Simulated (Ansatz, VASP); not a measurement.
**RbCaH3: VASP beside Ansatz**

The input INCAR:

```
SYSTEM = RbCaH3
ALGO     = Normal         ! electronic algorithm
EDIFF    = 1E-6           ! SCF threshold, eV
ENCUT    = 520            ! plane-wave cutoff, eV
ISIF     = 2              ! what is computed and relaxed
ISMEAR   = 0              ! smearing method
LASPH    = .TRUE.         ! aspherical terms in the spheres
LCHARG   = .FALSE.        ! write CHGCAR
LREAL    = .FALSE.        ! projectors in reciprocal space
LWAVE    = .FALSE.        ! write WAVECAR
NBANDS   = 19             ! bands
NELM     = 80             ! most SCF steps
PREC     = Accurate       ! precision mode
SIGMA    = 0.05           ! smearing width, eV
```

The input KPOINTS:

```
k-points
0
G
  6 6 6
  0 0 0
```

Contents of POSCAR:

```
RbCaH3
1.0
    4.9448625000      0.0000000000      0.0000000000
    0.0000000000      4.9448625000      0.0000000000
    0.0000000000      0.0000000000      4.5470000000
Rb Ca H
1 1 3
Direct
    0.0000000000      0.0000000000      0.0000000000
    0.5000000000      0.5000000000      0.5000000000
    0.0000000000      0.5000000000      0.5000000000
    0.5000000000      0.0000000000      0.5000000000
    0.5000000000      0.5000000000      0.0000000000
```

Input for Ansatz:

```yaml
crystal:
  lattice:
    - [4.9448625, 0.0, 0.0]
    - [0.0, 4.9448625, 0.0]
    - [0.0, 0.0, 4.547]
  atoms:
    - { symbol: Rb, position: [0.0, 0.0, 0.0] }
    - { symbol: Ca, position: [0.5, 0.5, 0.5] }
    - { symbol: H, position: [0.0, 0.5, 0.5] }
    - { symbol: H, position: [0.5, 0.0, 0.5] }
    - { symbol: H, position: [0.5, 0.5, 0.0] }
basis:
  ecutwfc: 420
kpoints:
  mp_grid: { grid: [6, 6, 6] }
hamiltonian:
  xc: lda
scf:
  occupations: { method: gaussian, width: 0.05 }
output:
  forces: true
  stress: true
  eigenvalues: true
```

Change from the starting cell: strain +0.0875 x Voigt [1, 1, 0, 0, 0, 0], atoms carried along.

Alike in both runs: task single point; functional LDA; k mesh 6 × 6 × 6; occupations gaussian, width 0.05 eV; no spin polarisation.

|  | VASP | Ansatz |
| --- | --- | --- |
| version | VASP 6.6.1 | Ansatz 0.2.0 |
| potentials or method | VASP PAW LDA potentials, release 64 (Rb_sv, Ca_sv, H), cutoff 520 eV | scalar-relativistic, plane waves, PAW |
| valence electrons in the cell | 22 | 22 |

|  | VASP | Ansatz | Ansatz less VASP |
| --- | --- | --- | --- |
| gap on the k mesh at the Fermi level (eV) | 2.78 | 2.78 | -0.001 |
| least direct gap on the mesh (eV) | 2.95 | 2.96 | +0.005 |
| pressure (GPa) | -4.6 | -4.5 | +0.01 |
| traceless stress, the component that is largest in VASP (GPa) | 1.33 | 1.31 | -0.018 |

LDA's correlation is that of Perdew and Zunger in VASP and of Perdew and Wang (1992) in Ansatz.
